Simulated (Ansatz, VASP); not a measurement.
One calculation of Sb, two programs

```xyz
2
Lattice="2.0861 1.2044 3.8563 -2.0861 1.2044 3.8563 0.0000 -2.4088 3.8563" Properties=species:S:1:pos:R:3 pbc="T T T"
Sb    0.0000    0.0000    2.7030
Sb    0.0000    0.0000    8.8660
```

Change from the starting cell: strain -0.030 along x and y, +0.030 along z, atoms carried along.

Alike in both runs: task single point; functional PBEsol; k mesh 12 × 12 × 12; occupations gaussian, width 0.15 eV; no spin polarisation.

|  | VASP | Ansatz |
| --- | --- | --- |
| version | VASP 6.6.1 | Ansatz 0.2.0 |
| potentials or method | VASP PAW PBE potentials, release 64 (Sb), cutoff 520 eV | scalar-relativistic, plane waves, PAW |
| valence electrons in the cell | 10 | 30 |

VASP gave:

| Property | Result |
| --- | --- |
| gap on the k mesh at the Fermi level (eV) | none |
| pressure (GPa) | 3.0 |
| traceless stress, the component that is largest in VASP (GPa) | -1.68 |
| rms of the force components (eV/Å) | 0.228 |

Task: What did Ansatz give for the same quantities?

Result: gap on the k mesh at the Fermi level (eV): none; pressure (GPa): 2.7; traceless stress, the component that is largest in VASP (GPa): -1.65; rms of the force components (eV/Å): 0.184.

VASP's potentials were made for PBE, not for PBEsol. Atom by atom the forces differ by 0.044 eV/Å (rms over components). A gap of «none» marks a metal or a gap that the smearing closes. VASP's potentials hold 10 valence electrons a cell and Ansatz's 30, so a difference there can come from the potentials and not from the codes.

Spin-orbit coupling is off throughout.
